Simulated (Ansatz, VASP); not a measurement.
## Re in VASP and in Ansatz

The input INCAR:

```
SYSTEM = Re
PREC = Accurate
ENCUT = 520
EDIFF = 1E-7
ISMEAR = 0
SIGMA = 0.15
LREAL = .False.
LASPH = .True.
NELM = 80
ALGO = Normal
ISIF = 2
LWAVE = .False.
LCHARG = .False.
GGA = PE
NBANDS = 10
```

The input KPOINTS:

```
Automatic mesh
0
Gamma
  10 10 10
  0 0 0
```

POSCAR

```
Re
1.0
    0.0000000000      1.9577236186      2.1192358171
    1.9038862191      0.0000000000      2.1192358171
    1.9038862191      1.9577236186      0.0000000000
Re
1
Direct
    0.0000000000      0.0000000000      0.0000000000
```

Input for Ansatz:

```yaml
crystal:
  lattice:
    - [0.0, 1.9577236186, 2.1192358171]
    - [1.9038862191, 0.0, 2.1192358171]
    - [1.9038862191, 1.9577236186, 0.0]
  atoms:
    - { symbol: Re, position: [0.0, 0.0, 0.0] }
basis:
  ecutwfc: 420
kpoints:
  mp_grid: { grid: [10, 10, 10] }
hamiltonian:
  xc: pbe
scf:
  occupations: { method: gaussian, width: 0.15 }
output:
  forces: true
  stress: true
  eigenvalues: true
```

Change from the starting cell: normal strain along x -0.0275, normal strain along z +0.0825.

Alike in both runs: task single point; functional PBE; k mesh 10 × 10 × 10; occupations gaussian, width 0.15 eV; no spin polarisation.

|  | VASP | Ansatz |
| --- | --- | --- |
| version | VASP 6.6.1 | Ansatz 0.2.0 |
| potentials or method | VASP PAW PBE potentials, release 64 (Re), cutoff 520 eV | scalar-relativistic, plane waves, PAW |
| valence electrons in the cell | 7 | 15 |

|  | VASP | Ansatz | Ansatz less VASP |
| --- | --- | --- | --- |
| gap on the k mesh at the Fermi level (eV) | none | none | - |
| pressure (GPa) | -16.3 | -15.5 | +0.78 |
| traceless stress, the component that is largest in VASP (GPa) | -15.57 | -15.78 | -0.212 |

A gap of «none» marks a metal or a gap that the smearing closes. With one functional, cell and mesh, what is left measures potentials, basis and numerics. VASP's potentials hold 7 valence electrons a cell and Ansatz's 15, so a difference there can come from the potentials and not from the codes.

Neither program's run includes spin-orbit coupling.
